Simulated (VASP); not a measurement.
NbCrCl, 6 atoms in the cell. The structure is tetragonal, space group P4/nmm (No. 129). Conventional cell: a = 3.244 Å, b = 3.244 Å, c = 11.074 Å, α = 90.00°, β = 90.00°, γ = 90.00°. Within 3.5 Å of Nb (site symmetry 4mm) lie 4 Cl at 2.69 Å and 4 Cr at 2.69 Å and 4 Nb at 3.24 Å. Cr (site symmetry -4m2) has 4 Cr at 2.29 Å and 4 Nb at 2.69 Å within 3.0 Å. Cl (site symmetry 4mm) has 4 Nb at 2.69 Å and 4 Cl at 3.24 Å within 3.5 Å. The cell was generated, and may not be a known phase.

| Property | Result |
| --- | --- |
| Program | VASP 6.6.1 |
| Task | single point |
| Functional | PBE |
| Potentials or basis | VASP PAW PBE potentials, release 64 (Nb_sv, Cr_pv, Cl) |
| Cutoff | 520 eV |
| k mesh | 12 × 12 × 4 |
| Occupations | gaussian, width 0.1 eV |
| Spin | no spin polarisation |
| Dipole correction | no |
| Further INCAR settings | ALGO = Normal; EDIFF = 1e-06; NBANDS = 41 |

Potentials or basis: VASP PAW PBE potentials, release 64 (Nb_sv, Cr_pv, Cl).

The run is started by

```sh
$ cat potpaw_PBE.64/Nb_sv/POTCAR potpaw_PBE.64/Cr_pv/POTCAR potpaw_PBE.64/Cl/POTCAR > POTCAR
$ mpirun -np 1 vasp_std > vasp.out
```

Hardware: 1 thread of Intel Xeon 8259CL, on a shared host.

**Question.** How long does it take, and how much memory?

**Answer.** Wall time 8.4 min on 1 thread of Intel Xeon 8259CL (shared host), peak memory 0.45 GiB. Counts: scf iterations 17, k points 84.
